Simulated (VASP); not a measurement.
HfN, 2 atoms in the cell. The structure is cubic, space group Fm-3m (No. 225). Conventional cell: a = 4.533 Å, b = 4.533 Å, c = 4.533 Å, α = 90.00°, β = 90.00°, γ = 90.00°. Within 3.0 Å of Hf (site symmetry m-3m) lie 6 N at 2.27 Å. N (site symmetry m-3m) has 6 Hf at 2.27 Å within 3.0 Å.  This cell differs from its parent crystal: volume scaled by 1.01.

```yaml
Program: VASP 6.6.1
Task: single point
Functional: PBEsol
Potentials_or_basis: VASP PAW PBE potentials, release 64 (Hf_pv, N)
Cutoff: 520 eV
k_mesh: 10 × 10 × 10
Occupations: fermi-dirac, width 0.01 eV
Spin: no spin polarisation
Dipole_correction: no
Further_INCAR_settings: ALGO = Normal; EDIFF = 1e-06; NBANDS = 14
```

Potentials or basis: VASP PAW PBE potentials, release 64 (Hf_pv, N).

Run with:

```bash
$ cat potpaw_PBE.64/Hf_pv/POTCAR potpaw_PBE.64/N/POTCAR > POTCAR
$ mpirun -np 1 vasp_std > vasp.out
```

Hardware: 1 thread of Intel(R) Xeon(R) Platinum 8488C (Sapphire Rapids), on a shared host.

Q: How long does it take, and how much memory?

A: Run time: 7.2 s on 1 thread of Intel(R) Xeon(R) Platinum 8488C (Sapphire Rapids) (shared host), peak memory 0.14 GiB. Counts: scf iterations 13, k points 47.
